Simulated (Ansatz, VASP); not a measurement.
# One calculation of ZnS, two programs

```
Zn S
1.0
    -3.84549    0.00000    0.00000
    -1.92275   -3.33029    0.00000
    -1.92255   -1.10999   12.61067
Zn S
4 4
Direct
  0.11457 0.11457 0.65636
  0.28122 0.28122 0.15636
  0.36458 0.36458 0.90636
  0.53123 0.53123 0.40636
  0.05215 0.05215 0.84364
  0.21880 0.21880 0.34364
  0.63546 0.63546 0.09364
  0.46881 0.46881 0.59364
```

Alike in both runs: task single point; functional PBE; k mesh 8 × 8 × 2; occupations gaussian, width 0.05 eV; no spin polarisation.

```csv
,VASP,Ansatz
version,VASP 6.6.1,Ansatz 0.2.0
potentials or method,"VASP PAW PBE potentials, release 64 (Zn, S), cutoff 520 eV","scalar-relativistic, plane waves, PAW"
valence electrons in the cell,72,72
```

```tsv
	VASP	Ansatz	Ansatz less VASP
gap on the k mesh at the Fermi level (eV)	1.47	1.47	+0.002
least direct gap on the mesh (eV)	1.48	1.48	+0.002
pressure (GPa)	-0.6	-0.7	-0.14
traceless stress, the component that is largest in VASP (GPa)	0.71	0.73	+0.018
rms of the force components (eV/Å)	0.151	0.148	-0.0026
```

Atom by atom the forces differ by 0.004 eV/Å (rms over components).
